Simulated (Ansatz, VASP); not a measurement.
# SrTiO3: VASP beside Ansatz

INCAR

```
  PREC = Accurate
  ENCUT = 520
  EDIFF = 1E-6
  ISMEAR = 0
  SIGMA = 0.05
  LREAL = F
  LASPH = T
  NELM = 80
  ALGO = Normal
  ISIF = 2
  LWAVE = F
  LCHARG = F
  GGA = PE
  NBANDS = 28
```

The input KPOINTS:

```
regular mesh
0
Gamma
  8 8 8
```

POSCAR

```
SrTiO3
1.0
    3.7986351078      0.0000000000      0.0000000000
    0.0000000000      3.7986351078      0.0000000000
    0.0000000000      0.0000000000      4.2119580988
Sr Ti O
1 1 3
Direct
    0.0000000000      0.0000000000      0.0000000000
    0.5000000000      0.5000000000      0.5000000000
    0.0000000000      0.5000000000      0.5000000000
    0.5000000000      0.0000000000      0.5000000000
    0.5000000000      0.5000000000      0.0000000000
```

Input for Ansatz:

```yaml
crystal:
  lattice:
    - [3.7986351078, 0.0, 0.0]
    - [0.0, 3.7986351078, 0.0]
    - [0.0, 0.0, 4.2119580988]
  atoms:
    - { symbol: Sr, position: [0.0, 0.0, 0.0] }
    - { symbol: Ti, position: [0.5, 0.5, 0.5] }
    - { symbol: O, position: [0.0, 0.5, 0.5] }
    - { symbol: O, position: [0.5, 0.0, 0.5] }
    - { symbol: O, position: [0.5, 0.5, 0.0] }
basis:
  ecutwfc: 520.0
kpoints:
  mp_grid: { grid: [8, 8, 8] }
hamiltonian:
  xc: pbe
  pseudopotentials: { kind: paw, azcp: { folder: soft_1 } }
scf:
  occupations: { method: gaussian, width: 0.05 }
output:
  forces: true
  stress: true
  eigenvalues: true
```

Change from the starting cell: mode 1 frozen in at +0.000 Å, strain +e along z and -e/2 along x and y +0.0700.

Alike in both runs: task single point; functional PBE; k mesh 8 × 8 × 8; occupations gaussian, width 0.05 eV; no spin polarisation.

|  | VASP | Ansatz |
| --- | --- | --- |
| version | VASP 6.6.1 | Ansatz 0.2.0 |
| potentials or method | VASP PAW PBE potentials, release 64 (Sr_sv, Ti_sv, O), cutoff 520 eV | scalar-relativistic, plane waves, PAW |
| valence electrons in the cell | 40 | 40 |

|  | VASP | Ansatz | Ansatz less VASP |
| --- | --- | --- | --- |
| gap on the k mesh at the Fermi level (eV) | 1.63 | 1.67 | +0.040 |
| least direct gap on the mesh (eV) | 2.12 | 2.14 | +0.022 |
| pressure (GPa) | 4.0 | 3.4 | -0.61 |
| traceless stress, the component that is largest in VASP (GPa) | -13.72 | -13.47 | +0.251 |

The functional is the same, so the differences come from potentials, cutoffs and numerics.
